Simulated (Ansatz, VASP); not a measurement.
# Two plane-wave programs on Pt

```
Pt
1.0
    -1.56589    1.56589    1.56589
     1.56589   -1.56589    1.56589
     1.56589    1.56589   -1.56589
Pt
1
Direct
  0.00000 0.00000 0.00000
```

Alike in both runs: task single point; functional PBEsol; k mesh 7 × 7 × 7; no spin polarisation.

|  | VASP | Ansatz |
| --- | --- | --- |
| version | VASP 6.6.1 | Ansatz 0.2.0 |
| potentials or method | VASP PAW PBE potentials, release 64 (Pt), cutoff 500 eV | plane waves, PAW |
| occupations | fermi-dirac, width 0.1 eV | fermi-dirac |
| valence electrons in the cell | 10 | 18 |

Ansatz gave:

```
pressure (GPa) : -3.4
```

Q: Estimate VASP's values.

A: Pressure (GPa): -3.8.

VASP's potentials were made for PBE, not for PBEsol. VASP's potentials hold 10 valence electrons a cell and Ansatz's 18, so a difference there can come from the potentials and not from the codes.

The k mesh is coarse, so the values compare programs but aren't converged. Neither program's run includes spin-orbit coupling.
